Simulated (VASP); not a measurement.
A run of VASP 6.6.1:

The input INCAR:

```
PREC = Accurate
ENCUT = 600
EDIFF = 1E-6
ISMEAR = 0
SIGMA = 0.1
LREAL = False
LASPH = True
NELM = 60
ALGO = Normal
ISIF = 3
LWAVE = False
LCHARG = False
GGA = PE
IBRION = 2
NSW = 90
EDIFFG = -0.04
```

File KPOINTS:

```
Automatic mesh
0
Gamma
  6 6 2
```

File POSCAR:

```
ZnH2
1.0
    3.2287769800      0.0000000000      0.0000000000
   -1.6143884900      2.7962028900      0.0000000000
    0.0000000000      0.0000000000     10.0092086300
Zn H
2 4
Direct
    0.0000000000      0.0000000000      0.8750000000
    0.0000000000      0.0000000000      0.1250000000
    0.3333333300      0.6666666700      0.0000000000
    0.3333333300      0.6666666700      0.5000000000
    0.6666666700      0.3333333300      0.2500000000
    0.6666666700      0.3333333300      0.7500000000
```

Potentials or basis: VASP PAW PBE potentials, release 64 (Zn, H).

The run is started by

```sh
$ cat potpaw_PBE.64/Zn/POTCAR potpaw_PBE.64/H/POTCAR > POTCAR
$ mpirun -np 1 vasp_std > vasp.out
```

Hardware: 1 thread of AMD EPYC 7R43 64-Core Processor (Zen 3), with other jobs on the host.

How long does it take, and how much memory?

Wall time 14 min on 1 thread of AMD EPYC 7R43 64-Core Processor (Zen 3), on a shared host, peak memory 0.22 GiB. Counts: scf iterations 250, k points 14, ion steps 29.
